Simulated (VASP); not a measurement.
Write the native input for VASP 6.6.1 that does the following.

```yaml
Task: single point
Functional: PBEsol
Potentials_or_basis: VASP PAW PBE potentials, release 64 (Ta_pv, N)
Cutoff: 520 eV
k_mesh: 20 × 20 × 20
Occupations: gaussian, width 0.15 eV
Spin: no spin polarisation
Dipole_correction: no
Further_INCAR_settings: ALGO = Normal; EDIFF = 1e-07; NBANDS = 15
```

The structure of TaN lies in POSCAR:

```
TaN
1.0
    0.2739432882      2.3326353335      2.3326353335
    2.3326353335      0.2739432882      2.3326353335
    2.3326353335      2.3326353335      0.2739432882
Ta N
1 1
Direct
    0.5000000000      0.5000000000      0.5000000000
    0.0000000000      0.0000000000      0.0000000000
```

These files were run (other wordings do the same):

INCAR

```
  PREC = Accurate
  ENCUT = 520
  EDIFF = 1E-7
  ISMEAR = 0
  SIGMA = 0.15
  LREAL = False
  LASPH = True
  NELM = 60
  ALGO = Normal
  ISIF = 2
  LWAVE = False
  LCHARG = True
  GGA = PS
  LELF = True
  LVHAR = True
  NBANDS = 15
```

KPOINTS

```
regular mesh
0
Gamma
  20 20 20
```

Potentials or basis: VASP PAW PBE potentials, release 64 (Ta_pv, N).

Run with:

```bash
$ cat potpaw_PBE.64/Ta_pv/POTCAR potpaw_PBE.64/N/POTCAR > POTCAR
$ mpirun -np 1 vasp_std > vasp.out
```

Results of the run:

The pressure is 2.7 GPa and the band gap on the k mesh is zero (band 8 reaches 10.17 eV, above the bottom of band 9 at 7.93 eV).

Caveat: the PAW data sets were made with another functional, which shifts forces and pressure a little; spin-orbit coupling is left out, which moves the levels of the heavy elements.

Wall time 6 min on 1 thread of Intel Xeon 6975P-C (shared host), peak memory 0.38 GiB.
